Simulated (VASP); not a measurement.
Here is a VASP 6.6.1 calculation.

File INCAR:

```
ALGO = Normal
EDIFF = 1E-6
ENCUT = 520
GGA = PE
GGA_COMPAT = False
ISIF = 2
ISMEAR = -1
IVDW = 12
LASPH = True
LCHARG = False
LREAL = False
LWAVE = False
NBANDS = 74
NELM = 120
PREC = Accurate
SIGMA = 0.1
```

The input KPOINTS:

```
k-points
0
Gamma
  3 3 3
```

The input POSCAR:

```
Hf8HN8
1.0
    0.0000000000      4.5120000000      4.5120000000
    4.5120000000      0.0000000000      4.5120000000
    4.5120000000      4.5120000000      0.0000000000
Hf N H
8 8 1
Direct
    0.0000000000      0.0000000000      0.0000000000
    0.0000000000      0.0000000000      0.5000000000
    0.0000000000      0.5000000000      0.0000000000
    0.0000000000      0.5000000000      0.5000000000
    0.5000000000      0.0000000000      0.0000000000
    0.5000000000      0.0000000000      0.5000000000
    0.5000000000      0.5000000000      0.0000000000
    0.5000000000      0.5000000000      0.5000000000
    0.2500000000      0.2500000000      0.2500000000
    0.2500000000      0.2500000000      0.7500000000
    0.2500000000      0.7500000000      0.2500000000
    0.2500000000      0.7500000000      0.7500000000
    0.7500000000      0.2500000000      0.2500000000
    0.7500000000      0.2500000000      0.7500000000
    0.7500000000      0.7500000000      0.2500000000
    0.7500000000      0.7500000000      0.7500000000
    0.1250000000      0.1250000000      0.1250000000
```

Potentials or basis: VASP PAW PBE potentials, release 64 (Hf_pv, N, H).

The run is started by

```console
$ cat potpaw_PBE.64/Hf_pv/POTCAR potpaw_PBE.64/N/POTCAR potpaw_PBE.64/H/POTCAR > POTCAR
$ mpirun -np 1 vasp_std > vasp.out
```

Task: Predict the dispersion energy per atom.

Result: -0.376 eV.

Task: What does it give for the pressure?

Result: 2.5 GPa.

Task: Estimate the largest force.

Result: 1.935 eV/Å.

Task: Estimate the band gap on the k mesh.

Result: Zero (an odd number of electrons rules out a gap without spin polarisation).

Forces on the atoms (eV/Å):
```
Hf   0.182  0.182  0.182
Hf  -0.182 -0.182  0.182
Hf  -0.182  0.182 -0.182
Hf  -0.176  0.176  0.176
Hf   0.182 -0.182 -0.182
Hf   0.176 -0.176  0.176
Hf   0.176  0.176 -0.176
Hf  -0.176 -0.176 -0.176
N    1.117  1.117  1.117
N   -1.117 -1.117  1.117
N   -1.117  1.117 -1.117
N   -0.035  0.035  0.035
N    1.117 -1.117 -1.117
N    0.035 -0.035  0.035
N    0.035  0.035 -0.035
N   -0.035 -0.035 -0.035
H    0.000  0.000  0.000
```

Caveat: the k points lie up to 0.40 Å⁻¹ apart, too coarse for converged energies and pressures of a metal; three body term missing; spin-orbit coupling is left out, which moves the levels of the heavy elements.
